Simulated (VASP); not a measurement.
# Pd (Im-3m) in VASP: single point with PBE

Aim: the single point of Pd with PBE.

All numbers are computed with VASP 6.6.1; they aren't measurements. Logs are shortened: lines on timing, memory, paths and dates and some standing lists are left out, and cuts for length are marked.

### Step 1. The cell of the first run

It takes space group Im-3m (No. 229, cubic). The conventional cell has a = 3.145 Å, b = 3.145 Å, c = 3.145 Å, α = 90.00°, β = 90.00°, γ = 90.00°. Pd (site symmetry m-3m) has 14 Pd at 2.72 to 3.14 Å within 3.6 Å.

### Step 2. Single point, PBE

Contents of INCAR:

```
SYSTEM = Pd
  PREC = Accurate
  ENCUT = 520
  EDIFF = 1E-7
  ISMEAR = 0
  SIGMA = 0.05
  LREAL = .False.
  LASPH = .True.
  NELM = 100
  ALGO = Normal
  ISIF = 2
  LWAVE = .False.
  LCHARG = .False.
  GGA = PE
  NBANDS = 11
```

Contents of KPOINTS:

```
regular mesh
0
Gamma
  18 18 18
  0 0 0
```

Contents of POSCAR:

```
Pd
1.0
   -1.5722810000      1.5722810000      1.5722810000
    1.5722810000     -1.5722810000      1.5722810000
    1.5722810000      1.5722810000     -1.5722810000
Pd
1
Direct
    0.0000000000      0.0000000000      0.0000000000
```

Potentials or basis: VASP PAW PBE potentials, release 64 (Pd).

The run is started by

```bash
$ cat potpaw_PBE.64/Pd/POTCAR > POTCAR
$ mpirun -np 1 vasp_std > vasp.out
```

OUTCAR:

```text
SYSTEM = Pd
   PREC = Accurate
   ENCUT = 520
   EDIFF = 1E-7
   ISMEAR = 0
   LREAL = .False.
   LASPH = .True.
   NELM = 100
   ISIF = 2
   GGA = PE

 ion  position               nearest neighbor table
   1  0.000  0.000  0.000-

  LATTYP: Found a body centered cubic cell.
 ALAT       =     3.1445620000

  Lattice vectors:

 A1 = (  -1.5722810000,   1.5722810000,   1.5722810000)
 A2 = (   1.5722810000,  -1.5722810000,   1.5722810000)
 A3 = (   1.5722810000,   1.5722810000,  -1.5722810000)

Analysis of symmetry for initial positions (statically):
=====================================================================
 Subroutine PRICEL returns:
 Original cell was already a primitive cell.

 Routine SETGRP: Setting up the symmetry group for a
 body centered cubic supercell.

 Subroutine GETGRP returns: Found 48 space group operations
 (whereof 48 operations were pure point group operations)
 out of a pool of 48 trial point group operations.

The static configuration has the point symmetry O_h .

Analysis of symmetry for dynamics (positions and initial velocities):
=====================================================================
 Subroutine PRICEL returns:
 Original cell was already a primitive cell.

 Routine SETGRP: Setting up the symmetry group for a
 body centered cubic supercell.

 Subroutine GETGRP returns: Found 48 space group operations
 (whereof 48 operations were pure point group operations)
 out of a pool of 48 trial point group operations.

The dynamic configuration has the point symmetry O_h .

 Subroutine INISYM returns: Found 48 space group operations
 (whereof 48 operations are pure point group operations),
 and found     1 'primitive' translations

----------------------------------------------------------------------------------------

                                     Primitive cell

  volume of cell :      15.5471

  direct lattice vectors                    reciprocal lattice vectors
    -1.572281000  1.572281000  1.572281000     0.000000000  0.318009313  0.318009313
     1.572281000 -1.572281000  1.572281000     0.318009313  0.000000000  0.318009313
     1.572281000  1.572281000 -1.572281000     0.318009313  0.318009313  0.000000000

  length of vectors
     2.723270576  2.723270576  2.723270576     0.449733083  0.449733083  0.449733083

  position of ions in fractional coordinates (direct lattice)
     0.000000000  0.000000000  0.000000000

  ion indices of the primitive-cell ions
   primitive index   ion index
                 1           1

----------------------------------------------------------------------------------------

 KPOINTS: regular mesh

Automatic generation of k-mesh.
 Grid dimensions read from file:
 generate k-points for:   18   18   18

 Generating k-lattice:

  Cartesian coordinates                     Fractional coordinates (reciprocal lattice)
     0.000000000  0.017667184  0.017667184     0.055555556  0.000000000  0.000000000
     0.017667184  0.000000000  0.017667184     0.000000000  0.055555556  0.000000000
     0.017667184  0.017667184  0.000000000     0.000000000  0.000000000  0.055555556

  Length of vectors
     0.024985171  0.024985171  0.024985171

  Shift w.r.t. Gamma in fractional coordinates (k-lattice)
     0.000000000  0.000000000  0.000000000

 Subroutine IBZKPT returns following result:
 ===========================================

 Found    195 irreducible k-points:

 Following reciprocal coordinates:
            Coordinates               Weight
  0.000000  0.000000  0.000000      1.000000
  0.055556  0.000000  0.000000     12.000000
  0.111111  0.000000  0.000000     12.000000
  0.166667  0.000000  0.000000     12.000000
  0.222222  0.000000  0.000000     12.000000
  0.277778  0.000000  0.000000     12.000000
[... 16 lines left out ...]
  0.333333  0.111111  0.000000     48.000000
  0.388889  0.111111 -0.000000     48.000000
 [... further k-points ...]
   k-points           NKPTS =    195   k-points in BZ     NKDIM =    195   number of bands    NBANDS=     11
   number of dos      NEDOS =    301   number of ions     NIONS =      1
   total plane-waves  NPLWV =   8000
   dimension x,y,z NGX =    20 NGY =   20 NGZ =   20
   dimension x,y,z NGXF=    40 NGYF=   40 NGZF=   40
   ions per type =               1
   NGX,Y,Z   is equivalent  to a cutoff of  12.21, 12.21, 12.21 a.u.
   NGXF,Y,Z  is equivalent  to a cutoff of  24.42, 24.42, 24.42 a.u.
 SYSTEM =  Pd
   PREC   = accura    normal or accurate (medium, high low for compatibility)
   ISTART =      0    job   : 0-new  1-cont  2-samecut
   ICHARG =      2    charge: 1-file 2-atom 10-const
   ISPIN  =      1    spin polarized calculation?
   LNONCOLLINEAR =      F non collinear calculations
   LSORBIT =      F    spin-orbit coupling
   LASPH  =      T    aspherical Exc in radial PAW
   ENCUT  =  520.0 eV  38.22 Ry    6.18 a.u.   5.06  5.06  5.06*2*pi/ulx,y,z
   NELM   =    100;   NELMIN=  2; NELMDL= -5     # of ELM steps
   EDIFF  = 0.1E-06   stopping-criterion for ELM
   LREAL  =      F    real-space projection
   EDIFFG = 0.1E-05   stopping-criterion for IOM
   NSW    =      0    number of steps for IOM
   IBRION =     -1    ionic relax: 0-MD 1-quasi-New 2-CG
   NFREE  =      0    steps in history (QN), initial steepest desc. (CG)
   ISIF   =      2    stress and relaxation
   ISYM   =      2    0-nonsym 1-usesym 2-fastsym
   POTIM  = 0.5000    time-step for ionic-motion
   TEBEG  =    0.0;   TEEND  =   0.0 temperature during run
   PSTRESS=    0.0 pullay stress
   NELECT =      10.0000    total number of electrons
   NUPDOWN=      -1.0000    fix difference up-down
   EMIN   =  10.00;   EMAX   =-10.00  energy-range for DOS
   EFERMI =   0.00;   METHOD = LEGACY
   ISMEAR =     0;   SIGMA  =   0.05  broadening in eV -4-tet -1-fermi 0-gaus
   EFERMI_NEDOS =   21; number of points for ismear=-14 and -15
   IALGO  =     38    algorithm
   IMIX   =      4    mixing-type and parameters
     AMIX     =   0.40;   BMIX     =  1.00
     AMIX_MAG =   1.60;   BMIX_MAG =  1.00
  volume/ion in A,a.u.               =      15.55       104.92
  Fermi-wavevector in a.u.,A,eV,Ry     =   1.413160  2.670485 27.171123  1.997021
  Thomas-Fermi vector in A             =   2.534834
   LORBIT       =      0    0 simple, 1 ext, 2 COOP (PROOUT), +10 PAW based schemes
   GGA     = PE    functional components
   LHFCALC =     F    Hartree Fock is set to
   AEXX    =    0.0000 exact exchange contribution
   IVDW    =     0    specifies the selected vdW correction
   LEPSILON=     F    determine dielectric tensor
   LRPA    =     F    only Hartree local field effects (RPA)
 non-spin polarized calculation
 Gauss-broadening in eV      SIGMA  =   0.05
  energy-cutoff  :      520.00
  volume of cell :       15.55
 maximum number of plane-waves:       432
   NGX = 11   NGY = 11   NGZ = 11

 number of electron      10.0000005 magnetization

 Free energy of the ion-electron system (eV)
  ---------------------------------------------------
  ext. energy  EPLUGINS =         0.00000000
  ---------------------------------------------------
  free energy    TOTEN  =        -5.17562559 eV

  energy without entropy =       -5.17368368  energy(sigma->0) =       -5.17465464

 E-fermi :   8.9222     XC(G=0): -12.8539

 val. band max:        8.9214301813   @ k =   0.5000   0.5000   0.4444
 cond. band min:       8.9243204524   @ k =  -0.3889   0.3889   0.1111
 fundamental gap:      0.0028902711
 Fermi energy:         8.9221567531

 k-point     1 :       0.0000    0.0000    0.0000
  band No.  band energies     occupation
      1       2.1890      2.00000
      2       6.1900      2.00000
      3       6.1900      2.00000
      4       6.1900      2.00000
      5       8.0333      2.00000
      6       8.0333      2.00000
      7      28.1924      0.00000
      8      28.1924      0.00000
      9      28.1924      0.00000
     10      36.1126      0.00000
     11      36.2106      0.00000

 k-point     2 :       0.0556    0.0000    0.0000
  band No.  band energies     occupation
      1       2.3027      2.00000
      2       6.1529      2.00000
      3       6.1920      2.00000
      4       6.2686      2.00000
      5       7.9895      2.00000
      6       8.0361      2.00000
      7      28.1045      0.00000
      8      28.2069      0.00000
      9      28.3233      0.00000
     10      34.9489      0.00000
     11      35.4487      0.00000

 k-point     3 :       0.1111    0.0000    0.0000
  band No.  band energies     occupation
      1       2.6319      2.00000
      2       6.0474      2.00000
      3       6.1953      2.00000
      4       6.4993      2.00000
      5       7.8830      2.00000
      6       8.0451      2.00000
      7      27.7025      0.00000
      8      28.1497      0.00000
      9      28.7012      0.00000
     10      33.6970      0.00000
     11      34.2041      0.00000

 k-point     4 :       0.1667    0.0000    0.0000
  band No.  band energies     occupation
      1       3.1321      2.00000
      2       5.8900      2.00000
      3       6.2089      2.00000
      4       6.8681      2.00000
      5       7.7760      2.00000
      6       8.0624      2.00000
      7      26.6786      0.00000
      8      27.7711      0.00000
      9      29.2837      0.00000
     10      33.1977      0.00000
     11      33.2373      0.00000
[... 239 lines left out ...]
 k-point    22 :       0.2778    0.1111    0.0000
  band No.  band energies     occupation
      1       4.4421      2.00000
      2       5.4000      2.00000
      3       6.7758      2.00000
      4       7.7459      2.00000
      5       8.2840      2.00000
      6       9.3611      0.00000
      7      20.9102      0.00000
      8      24.4366      0.00000
      9      27.1471      0.00000
     10      31.2963      0.00000
     11      35.0407      0.00000

 k-point    23 :       0.3333    0.1111    0.0000
  band No.  band energies     occupation
      1       4.3669      2.00000
      2       5.2707      2.00000
      3       7.3215      2.00000
      4       7.8756      2.00000
      5       8.4395      2.00000
      6      10.3325      0.00000
      7      18.8752      0.00000
      8      23.8053      0.00000
      9      26.2462      0.00000
     10      31.9185      0.00000
     11      35.0527      0.00000

 k-point    24 :       0.3889    0.1111   -0.0000
  band No.  band energies     occupation
      1       4.2798      2.00000
      2       5.1904      2.00000
      3       7.6289      2.00000
      4       7.9345      2.00000
      5       8.6908      2.00000
      6      11.3359      0.00000
      7      17.1967      0.00000
      8      23.3876      0.00000
      9      25.6582      0.00000
     10      32.3667      0.00000
     11      34.9193      0.00000

 [... further k-points ...]
[... 5 lines left out ...]
  --------------------------------------------------------------------------------------
  -------------------------------------------------------------------------------------
  Total       -0.1439294     -0.1439294     -0.1439294      0.0000000      0.0000000     -0.0000000
  in kB      -14.8323351    -14.8323351    -14.8323351      0.0000000      0.0000000     -0.0000000
  external PRESSURE =     -14.8323351 kB  Pullay stress =       0.0000000 kB

 VOLUME and BASIS-vectors are now :
 -----------------------------------------------------------------------------
  energy-cutoff  :      520.00
  volume of cell :       15.55
      direct lattice vectors                 reciprocal lattice vectors
    -1.572281000  1.572281000  1.572281000     0.000000000  0.318009313  0.318009313
     1.572281000 -1.572281000  1.572281000     0.318009313  0.000000000  0.318009313
     1.572281000  1.572281000 -1.572281000     0.318009313  0.318009313  0.000000000

 POSITION                                       TOTAL-FORCE (eV/Angst)
 -----------------------------------------------------------------------------------
      0.00000      0.00000      0.00000        -0.000000     -0.000000      0.000000
 -----------------------------------------------------------------------------------
    total drift:                                0.000000     -0.000000      0.000000

  FREE ENERGIE OF THE ION-ELECTRON SYSTEM (eV)
  ---------------------------------------------------
  free  energy   TOTEN  =        -5.1756255882 eV

  energy  without entropy=       -5.1736836849  energy(sigma->0) =       -5.17465464
```

It took 50 s on 1 thread of AMD EPYC 7R13, shared host; peak memory 0.12 GiB.

Results:

```yaml
Free_energy: -5.1756 eV
Pressure: -1.5 GPa
Band_gap_on_the_k_mesh: zero (band 5 reaches 9.47 eV, above the bottom of band 6 at 7.95 eV)
```
